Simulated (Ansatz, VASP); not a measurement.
**TiO2: VASP beside Ansatz**

File INCAR:

```
SYSTEM = TiO2
PREC = Accurate
ENCUT = 520
EDIFF = 1E-7
ISMEAR = 0
SIGMA = 0.05
LREAL = .FALSE.
LASPH = .TRUE.
NELM = 150
ALGO = Normal
ISIF = 2
LWAVE = .FALSE.
LCHARG = .TRUE.
LMAXMIX = 4
LDAU = .TRUE.
LDAUTYPE = 2
LDAUL = 2 -1
LDAUU = 4 0
LDAUJ = 0 0
LDAUPRINT = 1
GGA = PE
LELF = .TRUE.
LVHAR = .TRUE.
NBANDS = 33
```

The input KPOINTS:

```
Automatic mesh
0
G
  6 6 6
  0 0 0
```

The input POSCAR:

```
TiO2
1.0
    2.6252399294     -2.6253128814     -0.0195896425
    2.6252399294      2.6253128814     -0.0195896425
   -2.5896256811      0.0000000000      4.7752202290
Ti O
2 4
Direct
    0.1250069486      0.8749930514      0.2500000000
    0.8749930514      0.1250069486      0.7500000000
    0.3302226688      0.0802459441      0.6604550595
    0.6697773312      0.9197540559      0.3395449405
    0.9197540559      0.6697773312      0.8395449405
    0.0802459441      0.3302226688      0.1604550595
```

Input for Ansatz:

```yaml
crystal:
  lattice:
    - [2.6252399294, -2.6253128814, -0.0195896425]
    - [2.6252399294, 2.6253128814, -0.0195896425]
    - [-2.5896256811, 0.0, 4.775220229]
  atoms:
    - { symbol: Ti, position: [0.1250069486, 0.8749930514, 0.25] }
    - { symbol: Ti, position: [0.8749930514, 0.1250069486, 0.75] }
    - { symbol: O, position: [0.3302226688, 0.0802459441, 0.6604550595] }
    - { symbol: O, position: [0.6697773312, 0.9197540559, 0.3395449405] }
    - { symbol: O, position: [0.9197540559, 0.6697773312, 0.8395449405] }
    - { symbol: O, position: [0.0802459441, 0.3302226688, 0.1604550595] }
basis:
  ecutwfc: 520.0
kpoints:
  mp_grid: { grid: [6, 6, 6] }
hamiltonian:
  xc: pbe
  pseudopotentials: { kind: paw, azcp: { folder: soft_1 } }
  hubbard: { sites: [{ species: Ti, l: d, u_eff: 4.0 }] }
scf:
  occupations: { method: gaussian, width: 0.05 }
output:
  forces: true
  stress: true
  eigenvalues: true
```

Alike in both runs: task single point; functional PBE; k mesh 6 × 6 × 6; occupations gaussian, width 0.05 eV; no spin polarisation; Hubbard terms Ti d U = 4.0 eV.

```csv
,VASP,Ansatz
version,VASP 6.6.1,Ansatz 0.2.0
potentials or method,"VASP PAW PBE potentials, release 64 (Ti_sv, O), cutoff 520 eV","scalar-relativistic, plane waves, PAW"
valence electrons in the cell,48,48
```

|  | VASP | Ansatz | Ansatz less VASP |
| --- | --- | --- | --- |
| gap on the k mesh at the Fermi level (eV) | 2.96 | 2.93 | -0.031 |
| least direct gap on the mesh (eV) | 3.21 | 3.16 | -0.048 |
| pressure (GPa) | 25.5 | 20.0 | -5.50 |
| traceless stress, the component that is largest in VASP (GPa) | 0.13 | 0.94 | +0.802 |
| rms of the force components (eV/Å) | 0.321 | 0.239 | -0.0819 |

The programs project onto different local orbitals, so the same U acts differently, and such runs can settle in different states. Atom by atom the forces differ by 0.082 eV/Å (rms over components).
